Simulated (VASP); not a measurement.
## TiCo3: relaxation of cell and atoms with PBEsol

The system is TiCo3.

```
CELL_PARAMETERS angstrom
3.55104 0.00000 0.00000
0.00000 3.55104 0.00000
0.00000 0.00000 3.55104
ATOMIC_POSITIONS crystal
Ti 0.00000 0.00000 0.00000
Co 0.00000 0.50000 0.50000
Co 0.50000 0.00000 0.50000
Co 0.50000 0.50000 0.00000
```

```yaml
Program: VASP 6.6.1
Task: relaxation of cell and atoms
Functional: PBEsol
Potentials_or_basis: VASP PAW PBE potentials, release 64 (Ti_sv, Co)
Cutoff: 600 eV
k_mesh: 12 × 12 × 12
Occupations: gaussian, width 0.1 eV
Spin: collinear spin, ferromagnetic start
Starting_moments: "[0.0, 0.3, 0.3, 0.3] μB"
Target_pressure: -2 GPa
Dipole_correction: no
Further_INCAR_settings: ALGO = Fast; EDIFF = 1e-06; IBRION = 2; EDIFFG = -0.008; NSW = 70; ISIF = 3
```

```json
{
 "Relaxed volume": "11.04 Å³/atom",
 "Relaxed cell": "a = 3.534 Å, b = 3.534 Å, c = 3.534 Å, α = 90.00°, β = 90.00°, γ = 90.00°",
 "Space group after relaxing (to 0.1 Å)": "Pm-3m (No. 221)",
 "Energy change on relaxing (the run minimises the enthalpy)": "-3.4 meV/atom",
 "Ionic steps": "3",
 "Pressure after relaxing": "-2.1 GPa",
 "Net moment": "0.72 μB per cell",
 "Site moments": "Ti -0.09; Co +0.27 μB",
 "Valence electrons inside the program's atomic spheres": "Ti 10.48; Co 8.42"
}
```

The path:
| step | energy change (eV) | largest force (eV/Å) | pressure (GPa) | volume (Å³) |
| --- | --- | --- | --- | --- |
| 1 | 0.0000 | 0.0000 | -5.03 | 44.78 |
| 2 | -0.0135 | 0.0000 | 2.47 | 43.42 |
| 3 | -0.0135 | 0.0000 | -2.07 | 44.15 |

Final structure:
```
CELL_PARAMETERS angstrom
3.53429 0.00000 0.00000
0.00000 3.53429 0.00000
0.00000 0.00000 3.53429
ATOMIC_POSITIONS crystal
Ti 0.00000 0.00000 0.00000
Co 0.00000 0.50000 0.50000
Co 0.50000 0.00000 0.50000
Co 0.50000 0.50000 0.00000
```

Levels at points of the mesh, in eV from the Fermi level:
Spin up:
```
           k point  band 16  band 17  band 18  band 19  band 20  band 21  band 22  band 23
(0.00, 0.00, 0.00)    -0.27     0.30     0.58     0.58     0.58     3.42     3.42     3.42
(0.50, 0.00, 0.00)    -0.93    -0.71    -0.71    -0.69    -0.11     0.58     1.23     1.23
(0.50, 0.50, 0.00)    -1.33    -1.08    -1.02    -1.02    -0.51    -0.50     1.76     1.76
(0.50, 0.50, 0.50)    -1.07    -0.09     0.35     0.35     0.35     0.88     0.88     0.88
```
Spin down:
```csv
k point,band 16,band 17,band 18,band 19,band 20,band 21,band 22,band 23
"(0.00, 0.00, 0.00)",0.11,0.64,0.84,0.84,0.84,3.43,3.43,3.43
"(0.50, 0.00, 0.00)",-0.59,-0.49,-0.49,-0.36,0.28,0.84,1.24,1.24
"(0.50, 0.50, 0.00)",-1.29,-0.77,-0.66,-0.66,-0.29,-0.25,1.77,1.77
"(0.50, 0.50, 0.50)",-0.91,-0.04,0.64,0.64,0.64,0.86,0.86,0.86
```

Run time: 24 min on 1 thread of Oxide Virtual Turin-like Processor, with other jobs on the host, peak memory 0.27 GiB.

Caveat: the cell is relaxed towards a set pressure, so the run minimises the enthalpy, not the energy; the PAW data sets were made with another functional, which shifts forces and pressure a little.
